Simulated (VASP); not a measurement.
# MgS in VASP: settings compared

The runs below take MgS through single point, with PBEsol, HSE06.

Program: VASP 6.6.1. These are calculated values, not measurements. Logs are shortened: lines on timing, memory, paths and dates and some standing lists are left out, and cuts for length are marked.

## (1) The cell of the first run

It takes space group I-4m2 (No. 119, tetragonal). Conventional cell: a = 3.929 Å, b = 3.929 Å, c = 5.893 Å, α = 90.00°, β = 90.00°, γ = 90.00°. Within 3.2 Å of S (site symmetry -4m2) lie 4 Mg at 2.46 Å. Within 3.2 Å of Mg (site symmetry -4m2) lie 4 S at 2.46 Å.

## (2) Single point, PBEsol

File INCAR:

```
PREC = Accurate
ENCUT = 520
EDIFF = 1E-7
ISMEAR = -1
SIGMA = 0.05
LREAL = F
LASPH = T
NELM = 100
ALGO = Normal
ISIF = 2
LWAVE = F
LCHARG = F
GGA = PS
NBANDS = 11
```

File KPOINTS:

```
regular mesh
0
Gamma
  8 8 8
```

File POSCAR:

```
MgS
1.0
    0.0000000000      2.7781027698      2.9464448487
    2.7781027698      0.0000000000      2.9464448487
    2.7781027698      2.7781027698      0.0000000000
S Mg
1 1
Direct
    0.2500000000      0.2500000000      0.2500000000
    0.0000000000      0.0000000000      0.0000000000
```

Potentials or basis: VASP PAW PBE potentials, release 64 (S, Mg).

Started as:

```
cat potpaw_PBE.64/S/POTCAR potpaw_PBE.64/Mg/POTCAR > POTCAR
mpirun -np 1 vasp_std > vasp.out
```

OUTCAR:

```text
PREC = Accurate
   ENCUT = 520
   EDIFF = 1E-7
   ISMEAR = -1
   LREAL = F
   LASPH = T
   NELM = 100
   ISIF = 2
   GGA = PS

 ion  position               nearest neighbor table
   1  0.250  0.250  0.250-   2 2.46   2 2.46   2 2.46   2 2.46
   2  0.000  0.000  0.000-   1 2.46   1 2.46   1 2.46   1 2.46

  LATTYP: Found a body centered tetragonal cell.
 ALAT       =     3.9288306147
 C/A-ratio  =     1.4999093306

  Lattice vectors:

 A1 = (  -2.7781027698,   0.0000000000,   2.9464448487)
 A2 = (   2.7781027698,   0.0000000000,   2.9464448487)
 A3 = (   0.0000000000,   2.7781027698,  -2.9464448487)

Analysis of symmetry for initial positions (statically):
=====================================================================
 Subroutine PRICEL returns:
 Original cell was already a primitive cell.

 Routine SETGRP: Setting up the symmetry group for a
 body centered tetragonal supercell.

 Subroutine GETGRP returns: Found  8 space group operations
 (whereof  8 operations were pure point group operations)
 out of a pool of 16 trial point group operations.

The static configuration has the point symmetry D_2d.

Analysis of symmetry for dynamics (positions and initial velocities):
=====================================================================
 Subroutine PRICEL returns:
 Original cell was already a primitive cell.

 Routine SETGRP: Setting up the symmetry group for a
 body centered tetragonal supercell.

 Subroutine GETGRP returns: Found  8 space group operations
 (whereof  8 operations were pure point group operations)
 out of a pool of 16 trial point group operations.

The dynamic configuration has the point symmetry D_2d.

 Subroutine INISYM returns: Found  8 space group operations
 (whereof  8 operations are pure point group operations),
 and found     1 'primitive' translations

----------------------------------------------------------------------------------------

                                     Primitive cell

  volume of cell :      45.4805

  direct lattice vectors                    reciprocal lattice vectors
     0.000000000  2.778102770  2.946444849    -0.179978943  0.179978943  0.169696032
     2.778102770  0.000000000  2.946444849     0.179978943 -0.179978943  0.169696032
     2.778102770  2.778102770  0.000000000     0.179978943  0.179978943 -0.169696032

  length of vectors
     4.049616308  4.049616308  3.928830615     0.305911071  0.305911071  0.305911071

  position of ions in fractional coordinates (direct lattice)
     0.250000000  0.250000000  0.250000000
     0.000000000  0.000000000  0.000000000

  ion indices of the primitive-cell ions
   primitive index   ion index
                 1           1
                 2           2

----------------------------------------------------------------------------------------

 KPOINTS: regular mesh

Automatic generation of k-mesh.
 Grid dimensions read from file:
 generate k-points for:    8    8    8

 Generating k-lattice:

  Cartesian coordinates                     Fractional coordinates (reciprocal lattice)
    -0.022497368  0.022497368  0.021212004     0.125000000  0.000000000  0.000000000
     0.022497368 -0.022497368  0.021212004     0.000000000  0.125000000  0.000000000
     0.022497368  0.022497368 -0.021212004     0.000000000  0.000000000  0.125000000

  Length of vectors
     0.038238884  0.038238884  0.038238884

  Shift w.r.t. Gamma in fractional coordinates (k-lattice)
     0.000000000  0.000000000  0.000000000

 Subroutine IBZKPT returns following result:
 ===========================================

 Found     59 irreducible k-points:

 Following reciprocal coordinates:
            Coordinates               Weight
  0.000000  0.000000  0.000000      1.000000
  0.125000  0.000000  0.000000      8.000000
  0.250000  0.000000  0.000000      8.000000
  0.375000  0.000000  0.000000      8.000000
  0.500000  0.000000  0.000000      4.000000
  0.125000  0.125000  0.000000      2.000000
[... 16 lines left out ...]
  0.250000  0.000000  0.125000     16.000000
  0.375000  0.000000  0.125000     16.000000
 [... further k-points ...]
   k-points           NKPTS =     59   k-points in BZ     NKDIM =     59   number of bands    NBANDS=     11
   number of dos      NEDOS =    301   number of ions     NIONS =      2
   total plane-waves  NPLWV =  27000
   dimension x,y,z NGX =    30 NGY =   30 NGZ =   30
   dimension x,y,z NGXF=    60 NGYF=   60 NGZF=   60
   ions per type =               1   1
   NGX,Y,Z   is equivalent  to a cutoff of  12.32, 12.32, 12.69 a.u.
   NGXF,Y,Z  is equivalent  to a cutoff of  24.63, 24.63, 25.39 a.u.
 SYSTEM =  unknown system
   PREC   = accura    normal or accurate (medium, high low for compatibility)
   ISTART =      0    job   : 0-new  1-cont  2-samecut
   ICHARG =      2    charge: 1-file 2-atom 10-const
   ISPIN  =      1    spin polarized calculation?
   LNONCOLLINEAR =      F non collinear calculations
   LSORBIT =      F    spin-orbit coupling
   LASPH  =      T    aspherical Exc in radial PAW
   ENCUT  =  520.0 eV  38.22 Ry    6.18 a.u.   7.53  7.53  7.31*2*pi/ulx,y,z
   NELM   =    100;   NELMIN=  2; NELMDL= -5     # of ELM steps
   EDIFF  = 0.1E-06   stopping-criterion for ELM
   LREAL  =      F    real-space projection
   EDIFFG = 0.1E-05   stopping-criterion for IOM
   NSW    =      0    number of steps for IOM
   IBRION =     -1    ionic relax: 0-MD 1-quasi-New 2-CG
   NFREE  =      0    steps in history (QN), initial steepest desc. (CG)
   ISIF   =      2    stress and relaxation
   ISYM   =      2    0-nonsym 1-usesym 2-fastsym
   POTIM  = 0.5000    time-step for ionic-motion
   TEBEG  =    0.0;   TEEND  =   0.0 temperature during run
   PSTRESS=    0.0 pullay stress
   NELECT =       8.0000    total number of electrons
   NUPDOWN=      -1.0000    fix difference up-down
   EMIN   =  10.00;   EMAX   =-10.00  energy-range for DOS
   EFERMI =   0.00;   METHOD = LEGACY
   ISMEAR =    -1;   SIGMA  =   0.05  broadening in eV -4-tet -1-fermi 0-gaus
   EFERMI_NEDOS =   21; number of points for ismear=-14 and -15
   IALGO  =     38    algorithm
   IMIX   =      4    mixing-type and parameters
     AMIX     =   0.40;   BMIX     =  1.00
     AMIX_MAG =   1.60;   BMIX_MAG =  1.00
  volume/ion in A,a.u.               =      22.74       153.46
  Fermi-wavevector in a.u.,A,eV,Ry     =   0.917269  1.733386 11.447692  0.841382
  Thomas-Fermi vector in A             =   2.042218
   LORBIT       =      0    0 simple, 1 ext, 2 COOP (PROOUT), +10 PAW based schemes
   GGA     = PS    functional components
   LHFCALC =     F    Hartree Fock is set to
   AEXX    =    0.0000 exact exchange contribution
   IVDW    =     0    specifies the selected vdW correction
   LEPSILON=     F    determine dielectric tensor
   LRPA    =     F    only Hartree local field effects (RPA)
 non-spin polarized calculation
  energy-cutoff  :      520.00
  volume of cell :       45.48
 maximum number of plane-waves:      1255
   NGX = 15   NGY = 15   NGZ = 15

 number of electron       8.0000002 magnetization

 Free energy of the ion-electron system (eV)
  ---------------------------------------------------
  ext. energy  EPLUGINS =         0.00000000
  ---------------------------------------------------
  free energy    TOTEN  =        -8.90948216 eV

  energy without entropy =       -8.90948216  energy(sigma->0) =       -8.90948216

 E-fermi :   2.0711     XC(G=0):  -8.5703

 val. band max:        1.0526782041   @ k =   0.0000   0.0000   0.0000
 cond. band min:       4.2616502253   @ k =   0.0000   0.0000   0.0000
 fundamental gap:      3.2089720213
 Fermi energy:         2.0711433658

 k-point     1 :       0.0000    0.0000    0.0000
  band No.  band energies     occupation
      1     -10.2690      2.00000
      2       0.8797      2.00000
      3       1.0527      2.00000
      4       1.0527      2.00000
      5       4.2617      0.00000
      6       8.8350      0.00000
      7       8.8904      0.00000
      8       8.8904      0.00000
      9      11.2218      0.00000
     10      12.2774      0.00000
     11      13.8280      0.00000

 k-point     2 :       0.1250    0.0000    0.0000
  band No.  band energies     occupation
      1     -10.1805      2.00000
      2       0.2877      2.00000
      3       0.8721      2.00000
      4       1.0142      2.00000
      5       4.9387      0.00000
      6       8.6437      0.00000
      7       9.0148      0.00000
      8       9.0878      0.00000
      9      10.8611      0.00000
     10      11.6922      0.00000
     11      13.8978      0.00000

 k-point     3 :       0.2500    0.0000    0.0000
  band No.  band energies     occupation
      1      -9.9509      2.00000
      2      -0.8945      2.00000
      3       0.7085      2.00000
      4       0.9273      2.00000
      5       5.7998      0.00000
      6       8.5371      0.00000
      7       8.9892      0.00000
      8       9.2690      0.00000
      9      11.2229      0.00000
     10      11.4544      0.00000
     11      13.1215      0.00000

 k-point     4 :       0.3750    0.0000    0.0000
  band No.  band energies     occupation
      1      -9.6938      2.00000
      2      -1.8282      2.00000
      3       0.5642      2.00000
      4       0.8480      2.00000
      5       5.9626      0.00000
      6       8.4461      0.00000
      7       8.9878      0.00000
      8       9.2225      0.00000
      9      12.5450      0.00000
     10      12.5915      0.00000
     11      13.2478      0.00000
[... 239 lines left out ...]
 k-point    22 :       0.1250    0.0000    0.1250
  band No.  band energies     occupation
      1     -10.1464      2.00000
      2       0.3356      2.00000
      3       0.7057      2.00000
      4       0.8364      2.00000
      5       5.1888      0.00000
      6       8.2964      0.00000
      7       9.1621      0.00000
      8       9.3765      0.00000
      9      10.5751      0.00000
     10      11.7297      0.00000
     11      14.4146      0.00000

 k-point    23 :       0.2500    0.0000    0.1250
  band No.  band energies     occupation
      1      -9.9600      2.00000
      2      -0.5833      2.00000
      3       0.5551      2.00000
      4       0.7176      2.00000
      5       5.9835      0.00000
      6       7.9882      0.00000
      7       9.1318      0.00000
      8       9.5152      0.00000
      9      10.5137      0.00000
     10      12.0015      0.00000
     11      14.2775      0.00000

 k-point    24 :       0.3750    0.0000    0.1250
  band No.  band energies     occupation
      1      -9.7085      2.00000
      2      -1.5219      2.00000
      3       0.3995      2.00000
      4       0.5860      2.00000
      5       6.3236      0.00000
      6       8.1416      0.00000
      7       8.8386      0.00000
      8       9.2602      0.00000
      9      11.6641      0.00000
     10      13.1596      0.00000
     11      14.0238      0.00000

 [... further k-points ...]
[... 5 lines left out ...]
  --------------------------------------------------------------------------------------
  -------------------------------------------------------------------------------------
  Total       -0.0406796     -0.0406796     -0.4498076      0.0000000      0.0000000     -0.0000000
  in kB       -1.4330517     -1.4330517    -15.8457375      0.0000000      0.0000000     -0.0000000
  external PRESSURE =      -6.2372803 kB  Pullay stress =       0.0000000 kB

 VOLUME and BASIS-vectors are now :
 -----------------------------------------------------------------------------
  energy-cutoff  :      520.00
  volume of cell :       45.48
      direct lattice vectors                 reciprocal lattice vectors
     0.000000000  2.778102770  2.946444849    -0.179978943  0.179978943  0.169696032
     2.778102770  0.000000000  2.946444849     0.179978943 -0.179978943  0.169696032
     2.778102770  2.778102770  0.000000000     0.179978943  0.179978943 -0.169696032

 POSITION                                       TOTAL-FORCE (eV/Angst)
 -----------------------------------------------------------------------------------
      1.38905      1.38905      1.47322         0.000000      0.000000     -0.000000
      0.00000      0.00000      0.00000        -0.000000     -0.000000      0.000000
 -----------------------------------------------------------------------------------
    total drift:                                0.000000      0.000000      0.000000

  FREE ENERGIE OF THE ION-ELECTRON SYSTEM (eV)
  ---------------------------------------------------
  free  energy   TOTEN  =        -8.9094821582 eV

  energy  without entropy=       -8.9094821582  energy(sigma->0) =       -8.90948216
```

It took 50 s on 1 thread of Intel Xeon 8259CL, shared host; peak memory 0.18 GiB.

What came out:

```
Free energy            : -8.9095 eV
Pressure               : -0.6 GPa
Band gap on the k mesh : 3.21 eV, direct
```

Caveat: the PAW data sets were made with another functional, which shifts forces and pressure a little.

(Part 1 of 2 ends here.)
